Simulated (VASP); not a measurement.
# AlGa3N4 (P-43m) in VASP: notebook

Runs on AlGa3N4. Level: PBEsol. Tasks: single point.

Program: VASP 6.6.1. These are calculated values, not measurements. Logs are shortened: lines on timing, memory, paths and dates and some standing lists are left out, and cuts for length are marked.

### Step 1. The cell of the first run

It takes space group P-43m (No. 215, cubic). Conventional cell: a = 4.472 Å, b = 4.472 Å, c = 4.472 Å, α = 90.00°, β = 90.00°, γ = 90.00°. Within 2.5 Å of Al (site symmetry -43m) lie 4 N at 1.89 Å. Within 2.6 Å of Ga (site symmetry -42m) lie 4 N at 1.95 Å. N (site symmetry 3m) has 1 Al at 1.89 Å and 3 Ga at 1.95 Å within 2.5 Å.

### Step 2. Single point, PBEsol

Contents of INCAR:

```
SYSTEM = AlGa3N4
PREC     = Accurate       ! precision mode
ENCUT    = 520            ! plane-wave cutoff, eV
EDIFF    = 1E-6           ! SCF threshold, eV
ISMEAR   = 0              ! smearing method
SIGMA    = 0.01           ! smearing width, eV
LREAL    = .FALSE.        ! projectors in reciprocal space
LASPH    = .TRUE.         ! aspherical terms in the spheres
NELM     = 100            ! most SCF steps
ALGO     = Normal         ! electronic algorithm
ISIF     = 2              ! what is computed and relaxed
LWAVE    = .FALSE.        ! write WAVECAR
LCHARG   = .FALSE.        ! write CHGCAR
GGA      = PS             ! functional
NBANDS   = 41             ! bands
```

Contents of KPOINTS:

```
Automatic mesh
0
G
  4 4 4
  0 0 0
```

Contents of POSCAR:

```
AlGa3N4
1.0
    4.4716853600      0.0000000000      0.0000000000
    0.0000000000      4.4716853600      0.0000000000
    0.0000000000      0.0000000000      4.4716853600
Al Ga N
1 3 4
Direct
    0.0000000000      0.0000000000      0.0000000000
    0.5000000000      0.5000000000      0.0000000000
    0.5000000000      0.0000000000      0.5000000000
    0.0000000000      0.5000000000      0.5000000000
    0.7557144204      0.7557144204      0.2442855796
    0.7557144204      0.2442855796      0.7557144204
    0.2442855796      0.7557144204      0.7557144204
    0.2442855796      0.2442855796      0.2442855796
```

Potentials or basis: VASP PAW PBE potentials, release 64 (Al, Ga_d, N).

Launch:

```
$ cat potpaw_PBE.64/Al/POTCAR potpaw_PBE.64/Ga_d/POTCAR potpaw_PBE.64/N/POTCAR > POTCAR
$ mpirun -np 1 vasp_std > vasp.out
```

OUTCAR:

```text
SYSTEM = AlGa3N4
   PREC = Accurate
   ENCUT = 520
   EDIFF = 1E-6
   ISMEAR = 0
   LREAL = .FALSE.
   LASPH = .TRUE.
   NELM = 100
   ISIF = 2
   GGA = PS

 ion  position               nearest neighbor table
   1  0.000  0.000  0.000-   5 1.89   6 1.89   7 1.89   8 1.89
   2  0.500  0.500  0.000-   5 1.95   6 1.95   7 1.95   8 1.95
   3  0.500  0.000  0.500-   5 1.95   6 1.95   7 1.95   8 1.95
   4  0.000  0.500  0.500-   5 1.95   6 1.95   7 1.95   8 1.95
   5  0.756  0.756  0.244-   1 1.89   2 1.95   3 1.95   4 1.95
   6  0.756  0.244  0.756-   1 1.89   2 1.95   3 1.95   4 1.95
   7  0.244  0.756  0.756-   1 1.89   2 1.95   3 1.95   4 1.95
   8  0.244  0.244  0.244-   1 1.89   2 1.95   3 1.95   4 1.95

  LATTYP: Found a simple cubic cell.
 ALAT       =     4.4716853600

  Lattice vectors:

 A1 = (   4.4716853600,   0.0000000000,   0.0000000000)
 A2 = (   0.0000000000,   4.4716853600,   0.0000000000)
 A3 = (   0.0000000000,   0.0000000000,   4.4716853600)

Analysis of symmetry for initial positions (statically):
=====================================================================
 Subroutine PRICEL returns:
 Original cell was already a primitive cell.

 Routine SETGRP: Setting up the symmetry group for a
 simple cubic supercell.

 Subroutine GETGRP returns: Found 24 space group operations
 (whereof 24 operations were pure point group operations)
 out of a pool of 48 trial point group operations.

The static configuration has the point symmetry T_d .

Analysis of symmetry for dynamics (positions and initial velocities):
=====================================================================
 Subroutine PRICEL returns:
 Original cell was already a primitive cell.

 Routine SETGRP: Setting up the symmetry group for a
 simple cubic supercell.

 Subroutine GETGRP returns: Found 24 space group operations
 (whereof 24 operations were pure point group operations)
 out of a pool of 48 trial point group operations.

The dynamic configuration has the point symmetry T_d .

 Subroutine INISYM returns: Found 24 space group operations
 (whereof 24 operations are pure point group operations),
 and found     1 'primitive' translations

----------------------------------------------------------------------------------------

                                     Primitive cell

  volume of cell :      89.4157

  direct lattice vectors                    reciprocal lattice vectors
     4.471685360  0.000000000  0.000000000     0.223629330  0.000000000  0.000000000
     0.000000000  4.471685360  0.000000000     0.000000000  0.223629330  0.000000000
[... 91 lines left out ...]
   TEBEG  =    0.0;   TEEND  =   0.0 temperature during run
   PSTRESS=    0.0 pullay stress
   NELECT =      62.0000    total number of electrons
   NUPDOWN=      -1.0000    fix difference up-down
   EMIN   =  10.00;   EMAX   =-10.00  energy-range for DOS
   EFERMI =   0.00;   METHOD = LEGACY
   ISMEAR =     0;   SIGMA  =   0.01  broadening in eV -4-tet -1-fermi 0-gaus
   EFERMI_NEDOS =   21; number of points for ismear=-14 and -15
   IALGO  =     38    algorithm
   IMIX   =      4    mixing-type and parameters
     AMIX     =   0.40;   BMIX     =  1.00
     AMIX_MAG =   1.60;   BMIX_MAG =  1.00
  volume/ion in A,a.u.               =      11.18        75.43
  Fermi-wavevector in a.u.,A,eV,Ry     =   1.448997  2.738207 28.566688  2.099592
  Thomas-Fermi vector in A             =   2.566774
   LORBIT       =      0    0 simple, 1 ext, 2 COOP (PROOUT), +10 PAW based schemes
   GGA     = PS    functional components
   LHFCALC =     F    Hartree Fock is set to
   AEXX    =    0.0000 exact exchange contribution
   IVDW    =     0    specifies the selected vdW correction
   LEPSILON=     F    determine dielectric tensor
   LRPA    =     F    only Hartree local field effects (RPA)
 non-spin polarized calculation
 Gauss-broadening in eV      SIGMA  =   0.01
  energy-cutoff  :      520.00
  volume of cell :       89.42
 maximum number of plane-waves:      2469
 NGX is ok and might be reduce to    36
   NGX = 17   NGY = 17   NGZ = 17

 number of electron      61.9999968 magnetization

 Free energy of the ion-electron system (eV)
  ---------------------------------------------------
  ext. energy  EPLUGINS =         0.00000000
  ---------------------------------------------------
  free energy    TOTEN  =       -54.96337427 eV

  energy without entropy =      -54.96337427  energy(sigma->0) =      -54.96337427

 E-fermi :   5.3663     XC(G=0): -11.7293

 val. band max:        5.2772390404   @ k =   0.0000   0.0000   0.0000
 cond. band min:       7.5720135702   @ k =   0.0000   0.0000   0.0000
 fundamental gap:      2.2947745298
 Fermi energy:         5.3662605489

 k-point     1 :       0.0000    0.0000    0.0000
  band No.  band energies     occupation
      1     -10.3766      2.00000
      2      -9.0880      2.00000
      3      -9.0880      2.00000
      4      -9.0880      2.00000
      5      -7.8329      2.00000
      6      -7.8107      2.00000
[... 429 lines left out ...]
     40      15.1598      0.00000
     41      15.1598      0.00000

------------------------ aborting loop because EDIFF is reached ----------------------------------------

  FORCE on cell =-STRESS in cart. coord.  units (eV):
  Direction    XX          YY          ZZ          XY          YZ          ZX
  --------------------------------------------------------------------------------------
  -------------------------------------------------------------------------------------
  Total       -0.3953893     -0.3953893     -0.3953893     -0.0000000      0.0000000     -0.0000000
  in kB       -7.0847051     -7.0847051     -7.0847051     -0.0000000      0.0000000     -0.0000000
  external PRESSURE =      -7.0847051 kB  Pullay stress =       0.0000000 kB

 VOLUME and BASIS-vectors are now :
 -----------------------------------------------------------------------------
  energy-cutoff  :      520.00
  volume of cell :       89.42
      direct lattice vectors                 reciprocal lattice vectors
     4.471685360  0.000000000  0.000000000     0.223629330  0.000000000  0.000000000
     0.000000000  4.471685360  0.000000000     0.000000000  0.223629330  0.000000000
     0.000000000  0.000000000  4.471685360     0.000000000  0.000000000  0.223629330

 POSITION                                       TOTAL-FORCE (eV/Angst)
 -----------------------------------------------------------------------------------
      0.00000      0.00000      0.00000        -0.000000     -0.000000     -0.000000
      2.23584      2.23584      0.00000        -0.000000     -0.000000     -0.000000
      2.23584      0.00000      2.23584         0.000000     -0.000000     -0.000000
      0.00000      2.23584      2.23584         0.000000      0.000000     -0.000000
      3.37932      3.37932      1.09237        -0.080134     -0.080134      0.080134
      3.37932      1.09237      3.37932        -0.080134      0.080134     -0.080134
      1.09237      3.37932      3.37932         0.080134     -0.080134     -0.080134
      1.09237      1.09237      1.09237         0.080134      0.080134      0.080134
 -----------------------------------------------------------------------------------
    total drift:                               -0.000000     -0.000000     -0.000000

  FREE ENERGIE OF THE ION-ELECTRON SYSTEM (eV)
  ---------------------------------------------------
  free  energy   TOTEN  =       -54.9633742742 eV

  energy  without entropy=      -54.9633742742  energy(sigma->0) =      -54.96337427
```

Wall time 24 s (1 thread of AMD EPYC 9R45 (Zen 5), shared host); peak memory 0.18 GiB.

Results:

```
Free energy            : -54.9634 eV
Pressure               : -0.7 GPa
Largest force          : 0.139 eV/Å
Band gap on the k mesh : 2.29 eV, direct
```

Forces in eV/Å, atoms in the order of the input:
```
Al   0.000  0.000  0.000
Ga   0.000  0.000  0.000
Ga   0.000  0.000  0.000
Ga   0.000  0.000  0.000
N   -0.080 -0.080  0.080
N   -0.080  0.080 -0.080
N    0.080 -0.080 -0.080
N    0.080  0.080  0.080
```

Caveat: the PAW data sets were made with another functional, which shifts forces and pressure a little. A hybrid or GW would open this gap; PBEsol tends to underestimate it.

### Step 3. Single point, PBEsol

Contents of INCAR:

```
PREC = Accurate
ENCUT = 520
EDIFF = 1E-7
ISMEAR = 0
SIGMA = 0.01
LREAL = F
LASPH = T
NELM = 100
ALGO = Normal
ISIF = 2
LWAVE = F
LCHARG = F
GGA = PS
NBANDS = 41
```

Contents of KPOINTS:

```
regular mesh
0
Gamma
  4 4 4
```

POSCAR is that of step 2.

Potentials or basis: VASP PAW PBE potentials, release 64 (Al, Ga_d, N).

Launch:

```
$ cat potpaw_PBE.64/Al/POTCAR potpaw_PBE.64/Ga_d/POTCAR potpaw_PBE.64/N/POTCAR > POTCAR
$ mpirun -np 1 vasp_std > vasp.out
```

OUTCAR:

```text
PREC = Accurate
   ENCUT = 520
   EDIFF = 1E-7
   ISMEAR = 0
   LREAL = F
   LASPH = T
   NELM = 100
   ISIF = 2
   GGA = PS

 ion  position               nearest neighbor table
   1  0.000  0.000  0.000-   5 1.89   6 1.89   7 1.89   8 1.89
   2  0.500  0.500  0.000-   5 1.95   6 1.95   7 1.95   8 1.95
   3  0.500  0.000  0.500-   5 1.95   6 1.95   7 1.95   8 1.95
   4  0.000  0.500  0.500-   5 1.95   6 1.95   7 1.95   8 1.95
   5  0.756  0.756  0.244-   1 1.89   2 1.95   3 1.95   4 1.95
   6  0.756  0.244  0.756-   1 1.89   2 1.95   3 1.95   4 1.95
   7  0.244  0.756  0.756-   1 1.89   2 1.95   3 1.95   4 1.95
   8  0.244  0.244  0.244-   1 1.89   2 1.95   3 1.95   4 1.95

  LATTYP: Found a simple cubic cell.
 ALAT       =     4.4716853600

  Lattice vectors:

 A1 = (   4.4716853600,   0.0000000000,   0.0000000000)
 A2 = (   0.0000000000,   4.4716853600,   0.0000000000)
 A3 = (   0.0000000000,   0.0000000000,   4.4716853600)

Analysis of symmetry for initial positions (statically):
=====================================================================
[... 176 lines left out ...]

 k-point     1 :       0.0000    0.0000    0.0000
  band No.  band energies     occupation
      1     -10.3766      2.00000
      2      -9.0881      2.00000
      3      -9.0881      2.00000
      4      -9.0881      2.00000
      5      -7.8330      2.00000
      6      -7.8107      2.00000
[... 429 lines left out ...]
     40      15.1598      0.00000
     41      15.1598      0.00000

------------------------ aborting loop because EDIFF is reached ----------------------------------------

  FORCE on cell =-STRESS in cart. coord.  units (eV):
  Direction    XX          YY          ZZ          XY          YZ          ZX
  --------------------------------------------------------------------------------------
  -------------------------------------------------------------------------------------
  Total       -0.3806800     -0.3806800     -0.3806800     -0.0000000      0.0000000      0.0000000
  in kB       -6.8211387     -6.8211387     -6.8211387     -0.0000000      0.0000000      0.0000000
  external PRESSURE =      -6.8211387 kB  Pullay stress =       0.0000000 kB

 VOLUME and BASIS-vectors are now :
 -----------------------------------------------------------------------------
  energy-cutoff  :      520.00
  volume of cell :       89.42
      direct lattice vectors                 reciprocal lattice vectors
     4.471685360  0.000000000  0.000000000     0.223629330  0.000000000  0.000000000
     0.000000000  4.471685360  0.000000000     0.000000000  0.223629330  0.000000000
     0.000000000  0.000000000  4.471685360     0.000000000  0.000000000  0.223629330

 POSITION                                       TOTAL-FORCE (eV/Angst)
 -----------------------------------------------------------------------------------
      0.00000      0.00000      0.00000         0.000000      0.000000     -0.000000
      2.23584      2.23584      0.00000        -0.000000     -0.000000      0.000000
      2.23584      0.00000      2.23584        -0.000000      0.000000     -0.000000
      0.00000      2.23584      2.23584         0.000000      0.000000     -0.000000
      3.37932      3.37932      1.09237        -0.080294     -0.080294      0.080294
      3.37932      1.09237      3.37932        -0.080294      0.080294     -0.080294
      1.09237      3.37932      3.37932         0.080294     -0.080294     -0.080294
      1.09237      1.09237      1.09237         0.080294      0.080294      0.080294
 -----------------------------------------------------------------------------------
    total drift:                               -0.000000     -0.000000     -0.000000

  FREE ENERGIE OF THE ION-ELECTRON SYSTEM (eV)
  ---------------------------------------------------
  free  energy   TOTEN  =       -54.9633742931 eV

  energy  without entropy=      -54.9633742931  energy(sigma->0) =      -54.96337429
```

OSZICAR:

```text
N       E                     dE             d eps       ncg     rms          rms(c)
DAV:   1     0.613451541129E+03    0.61345E+03   -0.28034E+04   908   0.252E+03
DAV:   2     0.481445076925E+02   -0.56531E+03   -0.52753E+03   876   0.619E+02
DAV:   3    -0.553086569583E+02   -0.10345E+03   -0.10038E+03   907   0.191E+02
DAV:   4    -0.626537035313E+02   -0.73450E+01   -0.72882E+01  1155   0.529E+01
DAV:   5    -0.627898491328E+02   -0.13615E+00   -0.13597E+00   992   0.759E+00    0.150E+01
DAV:   6    -0.548502575606E+02    0.79396E+01   -0.22995E+01  1515   0.578E+01    0.455E+00
DAV:   7    -0.550562545788E+02   -0.20600E+00   -0.37533E+00   934   0.108E+01    0.390E+00
DAV:   8    -0.550030235074E+02    0.53231E-01   -0.53424E-01  1266   0.762E+00    0.112E+00
DAV:   9    -0.549623833109E+02    0.40640E-01   -0.16532E-01  1294   0.528E+00    0.436E-01
DAV:  10    -0.549632919946E+02   -0.90868E-03   -0.16080E-02  1019   0.743E-01    0.176E-01
DAV:  11    -0.549633692304E+02   -0.77236E-04   -0.16876E-03  1320   0.510E-01    0.248E-02
DAV:  12    -0.549633713736E+02   -0.21432E-05   -0.25473E-04  1251   0.200E-01    0.129E-02
DAV:  13    -0.549633740479E+02   -0.26743E-05   -0.27886E-05  1064   0.322E-02    0.457E-03
DAV:  14    -0.549633743192E+02   -0.27127E-06   -0.16837E-06  1203   0.852E-03    0.142E-03
DAV:  15    -0.549633742931E+02    0.26098E-07   -0.23925E-07   848   0.286E-03
   1 F= -.54963374E+02 E0= -.54963374E+02  d E =-.209167E-32
```

stdout:

```text
POSCAR found type information on POSCAR AlGaN
 POSCAR found :  3 types and       8 ions
 scaLAPACK will be used
 -----------------------------------------------------------------------------
|                                                                             |
|                                                                             |
|     You enforced a specific xc type in the INCAR file but a different       |
|     I HOPE YOU KNOW WHAT YOU ARE DOING!                                     |
|                                                                             |
 -----------------------------------------------------------------------------

 LDA part: xc-table for (Slater+PW92), standard interpolation
 POSCAR, INCAR and KPOINTS ok, starting setup
 FFT: planning ... GRIDC
 FFT: planning ... GRID_SOFT
 FFT: planning ... GRID
 WAVECAR not read
 entering main loop
```

Run time: 26 s. Hardware: 1 thread of AMD EPYC 9R45 (Zen 5), shared host; peak memory 0.18 GiB.

Results:

```yaml
Free_energy: -54.9634 eV
Pressure: -0.7 GPa
Largest_force: 0.139 eV/Å
Band_gap_on_the_k_mesh: 2.29 eV, direct
```

Forces in eV/Å, atoms in the order of the input:
```
Al   0.000  0.000  0.000
Ga   0.000  0.000  0.000
Ga   0.000  0.000  0.000
Ga   0.000  0.000  0.000
N   -0.080 -0.080  0.080
N   -0.080  0.080 -0.080
N    0.080 -0.080 -0.080
N    0.080  0.080  0.080
```

Levels at points of the mesh, in eV from the valence-band top:
| k point | band 29 | band 30 | band 31 | band 32 | band 33 | band 34 |
| --- | --- | --- | --- | --- | --- | --- |
| (0.00, 0.00, 0.00) | 0.00 | 0.00 | 0.00 | 2.29 | 3.35 | 3.35 |
| (0.50, 0.00, 0.00) | -1.47 | -1.19 | -1.19 | 4.83 | 4.94 | 6.14 |
| (0.50, 0.50, 0.00) | -0.94 | -0.94 | -0.60 | 6.60 | 6.81 | 6.81 |
| (0.50, 0.50, 0.50) | -0.67 | -0.67 | -0.67 | 4.91 | 4.91 | 4.91 |

Caveat: the PAW data sets were made with another functional, which shifts forces and pressure a little. As with any semilocal functional, this PBEsol gap is likely too small.
